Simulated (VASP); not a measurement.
# C (P-1) in VASP: a series of runs, part 2 of 2

VASP 6.6.1.

## (4) Single point, PBE

File INCAR:

```
PREC = Accurate ; ENCUT = 520
EDIFF = 1E-7 ; ISMEAR = 0
SIGMA = 0.01 ; LREAL = F
LASPH = T ; NELM = 80
ALGO = Normal ; ISIF = 2
LWAVE = F ; LCHARG = F
GGA = PE ; NBANDS = 11
```

File KPOINTS:

```
Automatic mesh
0
Gamma
  6 6 6
```

File POSCAR:

```
C
1.0
    0.0432300000      1.7757900000      1.8406100000
    1.7902000000      0.0218200000      1.8620200000
    1.8008200000      1.8078200000      0.0112000000
C
2
Direct
    0.9905336299      0.0129913959      0.9981690698
    0.2429700000      0.2311100000      0.2736800000
```

Potentials or basis: VASP PAW PBE potentials, release 64 (C).

Launch:

```bash
$ cat potpaw_PBE.64/C/POTCAR > POTCAR
$ mpirun -np 1 vasp_std > vasp.out
```

OUTCAR:

```text
PREC = Accurate
   ENCUT = 520
   EDIFF = 1E-7
   ISMEAR = 0
   LREAL = F
   LASPH = T
   NELM = 80
   ISIF = 2
   GGA = PE

 ion  position               nearest neighbor table
   1  0.991  0.013  0.998-   2 1.51   2 1.53   2 1.57   2 1.62
   2  0.243  0.231  0.274-   1 1.51   1 1.53   1 1.57   1 1.62

  Warning from LATTYP: Got some problem with cell dimensions!
  Tried to take original basis but could not verify dimensions!
  LATTYP: Found a triclinic cell.
 ALAT       =     2.5579570225
 B/A-ratio  =     0.9975629663
 C/A-ratio  =     0.9678176462
 COS(alpha) =     0.0039010924
 COS(beta)  =     0.4737023432
 COS(gamma) =     0.5069208600

  Lattice vectors:

 A1 = (   0.0432300000,   1.7757900000,   1.8406100000)
 A2 = (   1.8008200000,   1.8078200000,   0.0112000000)
 A3 = (  -1.7469700000,   1.7539700000,  -0.0214100000)

Analysis of symmetry for initial positions (statically):
=====================================================================
 Subroutine PRICEL returns:
 Original cell was already a primitive cell.

 Routine SETGRP: Setting up the symmetry group for a
 triclinic supercell.

 Subroutine GETGRP returns: Found  2 space group operations
 (whereof  1 operations were pure point group operations)
 out of a pool of  2 trial point group operations.

The static configuration has the point symmetry C_1 .
 The point group associated with its full space group is S_2 .

Analysis of symmetry for dynamics (positions and initial velocities):
=====================================================================
 Subroutine PRICEL returns:
 Original cell was already a primitive cell.

 Routine SETGRP: Setting up the symmetry group for a
 triclinic supercell.

[... 121 lines left out ...]
   EFERMI_NEDOS =   21; number of points for ismear=-14 and -15
   IALGO  =     38    algorithm
   IMIX   =      4    mixing-type and parameters
     AMIX     =   0.40;   BMIX     =  1.00
     AMIX_MAG =   1.60;   BMIX_MAG =  1.00
  volume/ion in A,a.u.               =       5.83        39.34
  Fermi-wavevector in a.u.,A,eV,Ry     =   1.443990  2.728745 28.369595  2.085106
  Thomas-Fermi vector in A             =   2.562335
   LORBIT       =      0    0 simple, 1 ext, 2 COOP (PROOUT), +10 PAW based schemes
   GGA     = PE    functional components
   LHFCALC =     F    Hartree Fock is set to
   AEXX    =    0.0000 exact exchange contribution
   IVDW    =     0    specifies the selected vdW correction
   LEPSILON=     F    determine dielectric tensor
   LRPA    =     F    only Hartree local field effects (RPA)
 non-spin polarized calculation
 Gauss-broadening in eV      SIGMA  =   0.01
  energy-cutoff  :      520.00
  volume of cell :       11.66
 maximum number of plane-waves:       324
   NGX =  9   NGY =  9   NGZ =  9

 number of electron       8.0000001 magnetization

 Free energy of the ion-electron system (eV)
  ---------------------------------------------------
  ext. energy  EPLUGINS =         0.00000000
  ---------------------------------------------------
  free energy    TOTEN  =       -18.01914812 eV

  energy without entropy =      -18.01914812  energy(sigma->0) =      -18.01914812

 E-fermi :  10.8422     XC(G=0): -13.1167

 val. band max:       10.6817678578   @ k =   0.0000   0.0000   0.0000
 cond. band min:      13.0219888147   @ k =   0.0000   0.3333   0.3333
 fundamental gap:      2.3402209568
 Fermi energy:        10.8421846353

 k-point     1 :       0.0000    0.0000    0.0000
  band No.  band energies     occupation
      1     -11.7805      2.00000
      2       8.3358      2.00000
      3       9.0851      2.00000
      4      10.6818      2.00000
      5      13.8899      0.00000
      6      14.7804      0.00000
      7      15.8715      0.00000
      8      22.0546      0.00000
      9      28.2900      0.00000
     10      34.4532      0.00000
     11      35.0948      0.00000
[... 309 lines left out ...]
 k-point    24 :       0.5000   -0.0000    0.1667
  band No.  band energies     occupation
      1      -5.8581      2.00000
      2      -2.3962      2.00000
      3       4.0606      2.00000
      4       5.5563      2.00000
      5      15.8536      0.00000
      6      19.1342      0.00000
      7      20.3212      0.00000
      8      23.1082      0.00000
      9      29.5757      0.00000
     10      32.7068      0.00000
     11      35.8118      0.00000

 [... further k-points ...]
[... 5 lines left out ...]
  --------------------------------------------------------------------------------------
  -------------------------------------------------------------------------------------
  Total        0.4791031      0.2132455     -2.2585443     -1.2054790      0.1502271     -0.7355080
  in kB       65.8441833     29.3067939   -310.3966742   -165.6716146     20.6460322   -101.0824668
  external PRESSURE =     -71.7485657 kB  Pullay stress =       0.0000000 kB

 VOLUME and BASIS-vectors are now :
 -----------------------------------------------------------------------------
  energy-cutoff  :      520.00
  volume of cell :       11.66
      direct lattice vectors                 reciprocal lattice vectors
     0.043230000  1.775790000  1.840610000    -0.288725978  0.285909016  0.274239112
     1.790200000  0.021820000  1.862020000     0.283720819 -0.284280128  0.267605065
     1.800820000  1.807820000  0.011200000     0.280186034  0.275740184 -0.272610224

 POSITION                                       TOTAL-FORCE (eV/Angst)
 -----------------------------------------------------------------------------------
      1.86360      3.56377      1.85856        -0.177120      1.736346     -1.709811
      0.91709      0.93127      0.88061         0.177120     -1.736346      1.709811
 -----------------------------------------------------------------------------------
    total drift:                               -0.000002      0.000003      0.000001

  FREE ENERGIE OF THE ION-ELECTRON SYSTEM (eV)
  ---------------------------------------------------
  free  energy   TOTEN  =       -18.0191481227 eV

  energy  without entropy=      -18.0191481227  energy(sigma->0) =      -18.01914812
```

stdout:

```text
POSCAR found type information on POSCAR C
 POSCAR found :  1 types and       2 ions
 scaLAPACK will be used
 LDA part: xc-table for (Slater+PW92), standard interpolation
 POSCAR, INCAR and KPOINTS ok, starting setup
 FFT: planning ... GRIDC
 FFT: planning ... GRID_SOFT
 FFT: planning ... GRID
 WAVECAR not read
 entering main loop
```

It took 5.5 s on 1 thread of Intel Xeon 6975P-C (Granite Rapids), shared host; peak memory 0.12 GiB.

What came out:

```yaml
Free_energy: -18.0191 eV
Pressure: -7.2 GPa
Largest_force: 2.443 eV/Å
Band_gap_on_the_k_mesh: 2.34 eV, indirect (least direct gap 3.21 eV)
```

Forces on the atoms (eV/Å):
```
C   -0.177  1.736 -1.710
C    0.177 -1.736  1.710
```

Stress tensor (GPa, compression positive):
```
  6.58 -16.57 -10.11
-16.57   2.93   2.06
-10.11   2.06 -31.04
```

Levels at points of the mesh, in eV from the valence-band top:
| k point | band 1 | band 2 | band 3 | band 4 | band 5 | band 6 | band 7 | band 8 | band 9 |
| --- | --- | --- | --- | --- | --- | --- | --- | --- | --- |
| (0.00, 0.00, 0.00) | -22.46 | -2.35 | -1.60 | 0.00 | 3.21 | 4.10 | 5.19 | 11.37 | 17.61 |
| (0.50, 0.00, 0.00) | -16.46 | -14.45 | -4.69 | -3.83 | 4.99 | 6.98 | 8.33 | 14.01 | 20.12 |
| (0.00, 0.50, 0.00) | -16.97 | -13.97 | -4.55 | -3.91 | 6.15 | 6.59 | 7.76 | 13.37 | 21.07 |
| (0.50, 0.50, 0.00) | -14.37 | -14.25 | -7.66 | -6.48 | 3.06 | 4.70 | 14.54 | 15.48 | 20.46 |
| (0.00, 0.00, 0.50) | -16.79 | -14.80 | -4.62 | -3.11 | 6.36 | 6.76 | 8.80 | 14.71 | 19.12 |
| (0.50, 0.00, 0.50) | -14.06 | -13.46 | -7.69 | -7.55 | 2.97 | 3.22 | 14.67 | 15.52 | 20.39 |
| (0.00, 0.50, 0.50) | -13.76 | -13.68 | -7.65 | -7.60 | 2.78 | 3.11 | 15.08 | 15.22 | 21.32 |
| (0.50, 0.50, 0.50) | -17.12 | -14.45 | -4.85 | -2.81 | 5.98 | 7.19 | 8.71 | 14.19 | 19.94 |

Caveat: the k points lie up to 0.51 Å⁻¹ apart; forces of over 1 eV/Å act on the atoms, so gaps and moduli don't describe the material at rest.
